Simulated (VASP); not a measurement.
# Ti (Pm-3n) in VASP: further runs

Runs on Ti. Level: revPBE. Tasks: single point, relaxation of cell and atoms.

Program: VASP 6.6.1. These are calculated values, not measurements. Logs are shortened: lines on timing, memory, paths and dates and some standing lists are left out, and cuts for length are marked.

## 1. The cell of the first run

It takes space group Pm-3n (No. 223, cubic). The conventional cell has a = 5.235 Å, b = 5.235 Å, c = 5.235 Å, α = 90.00°, β = 90.00°, γ = 90.00°. Ti (site symmetry m-3) has 12 Ti at 2.93 Å within 3.9 Å. Ti (site symmetry -4m2) has 14 Ti at 2.62 to 3.21 Å within 3.5 Å.

## 2. Single point, revPBE

INCAR reads:

```
SYSTEM = Ti
PREC = Accurate
ENCUT = 520
EDIFF = 1E-6
ISMEAR = -1
SIGMA = 0.1
LREAL = .FALSE.
LASPH = .TRUE.
NELM = 100
ALGO = Normal
ISIF = 2
LWAVE = .FALSE.
LCHARG = .FALSE.
GGA = RE
NBANDS = 58
```

KPOINTS reads:

```
Automatic mesh
0
G
  5 5 5
  0 0 0
```

POSCAR reads:

```
Ti
1.0
    5.2354972776      0.0000000000      0.0000000000
    0.0000000000      5.2354972776      0.0000000000
    0.0000000000      0.0000000000      5.2354972776
Ti
8
Direct
    1.0000000000      0.0000000000      0.0000000000
    0.5000000000      0.5000000000      0.5000000000
    0.2500000000      0.0000000000      0.5000000000
    0.7500000000      1.0000000000      0.5000000000
    0.5000000000      0.2500000000      0.0000000000
    0.5000000000      0.7500000000      0.0000000000
    0.0000000000      0.5000000000      0.2500000000
    0.0000000000      0.5000000000      0.7500000000
```

Potentials or basis: VASP PAW PBE potentials, release 64 (Ti_sv).

On the command line:

```sh
$ cat potpaw_PBE.64/Ti_sv/POTCAR > POTCAR
$ mpirun -np 1 vasp_std > vasp.out
```

OUTCAR:

```text
SYSTEM = Ti
   PREC = Accurate
   ENCUT = 520
   EDIFF = 1E-6
   ISMEAR = -1
   LREAL = .FALSE.
   LASPH = .TRUE.
   NELM = 100
   ISIF = 2
   GGA = RE

 ion  position               nearest neighbor table
   1  0.000  0.000  0.000-
   2  0.500  0.500  0.500-
   3  0.250  0.000  0.500-   4 2.62   4 2.62
   4  0.750  0.000  0.500-   3 2.62   3 2.62
   5  0.500  0.250  0.000-   6 2.62   6 2.62
   6  0.500  0.750  0.000-   5 2.62   5 2.62
   7  0.000  0.500  0.250-   8 2.62   8 2.62
   8  0.000  0.500  0.750-   7 2.62   7 2.62

  LATTYP: Found a simple cubic cell.
 ALAT       =     5.2354972776

  Lattice vectors:

 A1 = (   5.2354972776,   0.0000000000,   0.0000000000)
 A2 = (   0.0000000000,   5.2354972776,   0.0000000000)
 A3 = (   0.0000000000,   0.0000000000,   5.2354972776)

Analysis of symmetry for initial positions (statically):
=====================================================================
 Subroutine PRICEL returns:
 Original cell was already a primitive cell.

 Routine SETGRP: Setting up the symmetry group for a
 simple cubic supercell.

 Subroutine GETGRP returns: Found 48 space group operations
 (whereof 24 operations were pure point group operations)
 out of a pool of 48 trial point group operations.

The static configuration has the point symmetry T_h .
 The point group associated with its full space group is O_h .

Analysis of symmetry for dynamics (positions and initial velocities):
=====================================================================
 Subroutine PRICEL returns:
 Original cell was already a primitive cell.

 Routine SETGRP: Setting up the symmetry group for a
 simple cubic supercell.

 Subroutine GETGRP returns: Found 48 space group operations
 (whereof 24 operations were pure point group operations)
 out of a pool of 48 trial point group operations.

The dynamic configuration has the point symmetry T_h .
 The point group associated with its full space group is O_h .

 Subroutine INISYM returns: Found 48 space group operations
 (whereof 24 operations are pure point group operations),
 and found     1 'primitive' translations

----------------------------------------------------------------------------------------

                                     Primitive cell

  volume of cell :     143.5072

  direct lattice vectors                    reciprocal lattice vectors
     5.235497278  0.000000000  0.000000000     0.191003824  0.000000000  0.000000000
     0.000000000  5.235497278  0.000000000     0.000000000  0.191003824  0.000000000
     0.000000000  0.000000000  5.235497278     0.000000000  0.000000000  0.191003824

  length of vectors
     5.235497278  5.235497278  5.235497278     0.191003824  0.191003824  0.191003824

  position of ions in fractional coordinates (direct lattice)
     0.000000000  0.000000000  0.000000000
     0.500000000  0.500000000  0.500000000
     0.250000000  0.000000000  0.500000000
     0.750000000  0.000000000  0.500000000
     0.500000000  0.250000000  0.000000000
     0.500000000  0.750000000  0.000000000
     0.000000000  0.500000000  0.250000000
     0.000000000  0.500000000  0.750000000

  ion indices of the primitive-cell ions
   primitive index   ion index
                 1           1
                 2           2
                 3           3
                 4           4
                 5           5
                 6           6
                 7           7
                 8           8

----------------------------------------------------------------------------------------

 KPOINTS: Automatic mesh

Automatic generation of k-mesh.
 Grid dimensions read from file:
 generate k-points for:    5    5    5

 Generating k-lattice:

  Cartesian coordinates                     Fractional coordinates (reciprocal lattice)
     0.038200765  0.000000000  0.000000000     0.200000000  0.000000000  0.000000000
     0.000000000  0.038200765  0.000000000     0.000000000  0.200000000  0.000000000
     0.000000000  0.000000000  0.038200765     0.000000000  0.000000000  0.200000000

  Length of vectors
     0.038200765  0.038200765  0.038200765

  Shift w.r.t. Gamma in fractional coordinates (k-lattice)
     0.000000000  0.000000000  0.000000000

 Subroutine IBZKPT returns following result:
 ===========================================

 Found     10 irreducible k-points:

 Following reciprocal coordinates:
            Coordinates               Weight
  0.000000  0.000000  0.000000      1.000000
  0.200000  0.000000  0.000000      6.000000
  0.400000  0.000000  0.000000      6.000000
  0.200000  0.200000  0.000000     12.000000
  0.400000  0.200000  0.000000     24.000000
  0.400000  0.400000  0.000000     12.000000
  0.200000  0.200000  0.200000      8.000000
  0.400000  0.200000  0.200000     24.000000
  0.400000  0.400000  0.200000     24.000000
  0.400000  0.400000  0.400000      8.000000
   k-points           NKPTS =     10   k-points in BZ     NKDIM =     10   number of bands    NBANDS=     58
   number of dos      NEDOS =    301   number of ions     NIONS =      8
   total plane-waves  NPLWV =  64000
   dimension x,y,z NGX =    40 NGY =   40 NGZ =   40
   dimension x,y,z NGXF=    80 NGYF=   80 NGZF=   80
   ions per type =               8
   NGX,Y,Z   is equivalent  to a cutoff of  12.70, 12.70, 12.70 a.u.
   NGXF,Y,Z  is equivalent  to a cutoff of  25.40, 25.40, 25.40 a.u.
 SYSTEM =  Ti
   PREC   = accura    normal or accurate (medium, high low for compatibility)
   ISTART =      0    job   : 0-new  1-cont  2-samecut
   ICHARG =      2    charge: 1-file 2-atom 10-const
   ISPIN  =      1    spin polarized calculation?
   LNONCOLLINEAR =      F non collinear calculations
   LSORBIT =      F    spin-orbit coupling
   LASPH  =      T    aspherical Exc in radial PAW
   ENCUT  =  520.0 eV  38.22 Ry    6.18 a.u.   9.73  9.73  9.73*2*pi/ulx,y,z
   NELM   =    100;   NELMIN=  2; NELMDL= -5     # of ELM steps
   EDIFF  = 0.1E-05   stopping-criterion for ELM
   LREAL  =      F    real-space projection
[... 7 lines left out ...]
   TEBEG  =    0.0;   TEEND  =   0.0 temperature during run
   PSTRESS=    0.0 pullay stress
   NELECT =      96.0000    total number of electrons
   NUPDOWN=      -1.0000    fix difference up-down
   EMIN   =  10.00;   EMAX   =-10.00  energy-range for DOS
   EFERMI =   0.00;   METHOD = LEGACY
   ISMEAR =    -1;   SIGMA  =   0.10  broadening in eV -4-tet -1-fermi 0-gaus
   EFERMI_NEDOS =   21; number of points for ismear=-14 and -15
   IALGO  =     38    algorithm
   IMIX   =      4    mixing-type and parameters
     AMIX     =   0.40;   BMIX     =  1.00
     AMIX_MAG =   1.60;   BMIX_MAG =  1.00
  volume/ion in A,a.u.               =      17.94       121.05
  Fermi-wavevector in a.u.,A,eV,Ry     =   1.431772  2.705657 27.891563  2.049972
  Thomas-Fermi vector in A             =   2.551472
   LORBIT       =      0    0 simple, 1 ext, 2 COOP (PROOUT), +10 PAW based schemes
   GGA     = RE    functional components
   LHFCALC =     F    Hartree Fock is set to
   AEXX    =    0.0000 exact exchange contribution
   IVDW    =     0    specifies the selected vdW correction
   LEPSILON=     F    determine dielectric tensor
   LRPA    =     F    only Hartree local field effects (RPA)
 non-spin polarized calculation
  energy-cutoff  :      520.00
  volume of cell :      143.51
 maximum number of plane-waves:      3887
 NGX is ok and might be reduce to    40
   NGX = 19   NGY = 19   NGZ = 19

 number of electron      95.9999955 magnetization

 Free energy of the ion-electron system (eV)
  ---------------------------------------------------
  ext. energy  EPLUGINS =         0.00000000
  ---------------------------------------------------
  free energy    TOTEN  =       -58.95100914 eV

  energy without entropy =      -58.23598793  energy(sigma->0) =      -58.59349854

 E-fermi :   7.7542     XC(G=0): -11.2509

 val. band max:        7.7486880783   @ k =   0.4000   0.4000   0.0000
 cond. band min:       7.7749900532   @ k =   0.4000   0.0000   0.0000
 fundamental gap:      0.0263019749
 Fermi energy:         7.7541762171

 k-point     1 :       0.0000    0.0000    0.0000
  band No.  band energies     occupation
      1     -48.8393      2.00000
      2     -48.7615      2.00000
      3     -48.7615      2.00000
      4     -48.7416      2.00000
      5     -48.6998      2.00000
      6     -48.6457      2.00000
[... 50 lines left out ...]
     57       8.9958      0.00001
     58      10.1325      0.00000

 k-point     2 :       0.2000    0.0000    0.0000
  band No.  band energies     occupation
      1     -48.8304      2.00000
      2     -48.7655      2.00000
      3     -48.7536      2.00000
      4     -48.7417      2.00000
      5     -48.7023      2.00000
      6     -48.6563      2.00000
[... 50 lines left out ...]
     57       9.2338      0.00000
     58       9.5296      0.00000

 k-point     3 :       0.4000    0.0000    0.0000
  band No.  band energies     occupation
      1     -48.8081      2.00000
      2     -48.7826      2.00000
      3     -48.7376      2.00000
      4     -48.7370      2.00000
      5     -48.7030      2.00000
      6     -48.6821      2.00000
[... 362 lines left out ...]
      3     -48.7515      2.00000
      4     -48.7188      2.00000
      5     -48.7177      2.00000
      6     -48.6906      2.00000
[... 50 lines left out ...]
     57       9.5399      0.00000
     58       9.7313      0.00000

 k-point    10 :       0.4000    0.4000    0.4000
  band No.  band energies     occupation
      1     -48.7547      2.00000
      2     -48.7442      2.00000
      3     -48.7277      2.00000
      4     -48.7277      2.00000
      5     -48.7218      2.00000
      6     -48.6914      2.00000
[... 50 lines left out ...]
     57       9.6933      0.00000
     58       9.6934      0.00000

------------------------ aborting loop because EDIFF is reached ----------------------------------------

  FORCE on cell =-STRESS in cart. coord.  units (eV):
  Direction    XX          YY          ZZ          XY          YZ          ZX
  --------------------------------------------------------------------------------------
  -------------------------------------------------------------------------------------
  Total       -0.2261600     -0.2261600     -0.2261600     -0.0000000     -0.0000000     -0.0000000
  in kB       -2.5249484     -2.5249484     -2.5249484     -0.0000000     -0.0000000     -0.0000000
  external PRESSURE =      -2.5249484 kB  Pullay stress =       0.0000000 kB

 VOLUME and BASIS-vectors are now :
 -----------------------------------------------------------------------------
  energy-cutoff  :      520.00
  volume of cell :      143.51
      direct lattice vectors                 reciprocal lattice vectors
     5.235497278  0.000000000  0.000000000     0.191003824  0.000000000  0.000000000
     0.000000000  5.235497278  0.000000000     0.000000000  0.191003824  0.000000000
     0.000000000  0.000000000  5.235497278     0.000000000  0.000000000  0.191003824

 POSITION                                       TOTAL-FORCE (eV/Angst)
 -----------------------------------------------------------------------------------
      0.00000      0.00000      0.00000         0.000000      0.000000      0.000000
      2.61775      2.61775      2.61775         0.000000      0.000000      0.000000
      1.30887      0.00000      2.61775         0.000000      0.000000      0.000000
      3.92662      0.00000      2.61775        -0.000000     -0.000000     -0.000000
      2.61775      1.30887      0.00000         0.000000      0.000000     -0.000000
      2.61775      3.92662      0.00000         0.000000     -0.000000      0.000000
      0.00000      2.61775      1.30887        -0.000000     -0.000000      0.000000
      0.00000      2.61775      3.92662        -0.000000     -0.000000     -0.000000
 -----------------------------------------------------------------------------------
    total drift:                                0.000000     -0.000000      0.000000

  FREE ENERGIE OF THE ION-ELECTRON SYSTEM (eV)
  ---------------------------------------------------
  free  energy   TOTEN  =       -58.9510091416 eV

  energy  without entropy=      -58.2359879315  energy(sigma->0) =      -58.59349854
```

Run time: 99 s. Hardware: 1 thread of Intel Xeon 6455B, shared host; peak memory 0.26 GiB.

Results:

```yaml
Free_energy: -58.9510 eV
Pressure: -0.3 GPa
Band_gap_on_the_k_mesh: zero (band 48 reaches 7.85 eV, above the bottom of band 49 at 7.34 eV)
```

Levels at points of the mesh, in eV from the Fermi level:
```csv
k point,band 47,band 48,band 49,band 50,band 51,band 52
"(0.00, 0.00, 0.00)",-0.42,-0.42,-0.42,-0.01,-0.01,0.02
```

Caveat: the PAW data sets were made with another functional, which shifts forces and pressure a little.

## 3. Single point, revPBE

INCAR reads:

```
ALGO = Normal ; EDIFF = 1E-6
ENCUT = 520 ; GGA = RE
ISIF = 2 ; ISMEAR = -1
LASPH = True ; LCHARG = False
LREAL = False ; LWAVE = False
NBANDS = 58 ; NELM = 100
PREC = Accurate ; SIGMA = 0.1
```

KPOINTS reads:

```
k-points
0
Gamma
  7 7 7
```

POSCAR is that of step 2.

Potentials or basis: VASP PAW PBE potentials, release 64 (Ti_sv).

On the command line:

```sh
$ cat potpaw_PBE.64/Ti_sv/POTCAR > POTCAR
$ mpirun -np 1 vasp_std > vasp.out
```

Wall time 3 min (1 thread of Intel Xeon 6455B, shared host); peak memory 0.29 GiB.

The run converged. Its results:

- Free energy: -58.9523 eV
- Pressure: -0.2 GPa
- Band gap on the k mesh: zero (band 48 reaches 7.84 eV, above the bottom of band 49 at 7.34 eV)

Levels at points of the mesh, in eV from the Fermi level:
```
           k point  band 44  band 45  band 46  band 47  band 48  band 49  band 50  band 51  band 52  band 53
(0.00, 0.00, 0.00)    -0.61    -0.61    -0.50    -0.42    -0.42    -0.42    -0.01    -0.01     0.02     0.78
```

Caveat: the PAW data sets were made with another functional, which shifts forces and pressure a little.

## 4. Relaxation of cell and atoms, revPBE

This run uses another cell than the first one, of 17.66 Å³/atom, 0.984 times its volume.

INCAR reads:

```
ALGO     = Normal         # electronic algorithm
EDIFF    = 1E-7           # SCF threshold, eV
EDIFFG   = -0.01          # ionic threshold
ENCUT    = 600            # plane-wave cutoff, eV
GGA      = RE             # functional
IBRION   = 2              # ionic algorithm
ISIF     = 3              # what is computed and relaxed
ISMEAR   = -1             # smearing method
LASPH    = True           # aspherical terms in the spheres
LCHARG   = False          # write CHGCAR
LREAL    = False          # projectors in reciprocal space
LWAVE    = False          # write WAVECAR
NELM     = 100            # most SCF steps
NSW      = 80             # ionic steps
PREC     = Accurate       # precision mode
SIGMA    = 0.1            # smearing width, eV
```

KPOINTS reads:

```
k-points
0
Gamma
  5 5 5
```

POSCAR reads:

```
Ti
1.0
    5.2080934678      0.0000000000      0.0000000000
    0.0000000000      5.2080934678      0.0000000000
    0.0000000000      0.0000000000      5.2080934678
Ti
8
Direct
    0.0000000000      0.0000000000      0.0000000000
    0.5000000000      0.5000000000      0.5000000000
    0.2500000000      0.0000000000      0.5000000000
    0.7500000000      0.0000000000      0.5000000000
    0.5000000000      0.2500000000      0.0000000000
    0.5000000000      0.7500000000      0.0000000000
    0.0000000000      0.5000000000      0.2500000000
    0.0000000000      0.5000000000      0.7500000000
```

On the command line:

```sh
$ cat potpaw_PBE.64/Ti_sv/POTCAR > POTCAR
$ mpirun -np 1 vasp_std > vasp.out
```

Wall time 5.3 min (1 thread of Intel Xeon 6455B, shared host); peak memory 0.29 GiB.

The run converged. Its results:

```yaml
Free_energy: -58.9499 eV
Relaxed_volume: 17.89 Å³/atom
Relaxed_cell: a = 5.231 Å, b = 5.231 Å, c = 5.231 Å, α = 90.00°, β = 90.00°, γ = 90.00°
Space_group_after_relaxing_to_0.05_Å: Pm-3n (No. 223)
Energy_gained_by_relaxing: 0.9 meV/atom
Ionic_steps: 3
Pressure_after_relaxing: 0.0 GPa
Band_gap_on_the_k_mesh: zero (band 48 reaches 7.87 eV, above the bottom of band 49 at 7.36 eV)
```

Step by step:
```
step  energy change (eV)  largest force (eV/Å)  pressure (GPa)  volume (Å³)
   1              0.0000                0.0000            1.25       141.27
   2             -0.0052                0.0000           -0.65       144.11
   3             -0.0072                0.0000            0.00       143.12
```

Final structure:
```cif
data_structure
_symmetry_space_group_name_H-M 'P 1'
_symmetry_Int_Tables_number 1
_cell_length_a 5.2307
_cell_length_b 5.2307
_cell_length_c 5.2307
_cell_angle_alpha 90.000
_cell_angle_beta 90.000
_cell_angle_gamma 90.000
_cell_volume 143.12
loop_
_atom_site_label
_atom_site_type_symbol
_atom_site_fract_x
_atom_site_fract_y
_atom_site_fract_z
_atom_site_occupancy
Ti1 Ti 0.00000 0.00000 0.00000 1
Ti2 Ti 0.50000 0.50000 0.50000 1
Ti3 Ti 0.25000 0.00000 0.50000 1
Ti4 Ti 0.75000 0.00000 0.50000 1
Ti5 Ti 0.50000 0.25000 0.00000 1
Ti6 Ti 0.50000 0.75000 0.00000 1
Ti7 Ti 0.00000 0.50000 0.25000 1
Ti8 Ti 0.00000 0.50000 0.75000 1
```

Levels at points of the mesh, in eV from the Fermi level:
| k point | band 47 | band 48 | band 49 | band 50 | band 51 | band 52 |
| --- | --- | --- | --- | --- | --- | --- |
| (0.00, 0.00, 0.00) | -0.42 | -0.42 | -0.42 | -0.01 | -0.01 | 0.02 |

Caveat: the PAW data sets were made with another functional, which shifts forces and pressure a little.

## 5. Summary

```tsv
task	cell	k mesh	cutoff (eV)	gap on the mesh (eV)	pressure (GPa)
single point	a = 5.235 Å, 8 atoms	5 × 5 × 5	520	none	-0.3
single point	a = 5.235 Å, 8 atoms	7 × 7 × 7	520	none	-0.2
relaxation of cell and atoms	relaxed from a = 5.208 Å, 8 atoms	5 × 5 × 5	600	none	0.0
```

Alike in all rows: level revPBE; potentials or basis VASP PAW PBE potentials, release 64 (Ti_sv); no spin polarisation; smearing fermi-dirac 0.1 eV.

Caveats: the PAW data sets were made with another functional, which shifts forces and pressure a little.

Total energies depend on the potentials used, so only differences within one code and one set of settings carry meaning.
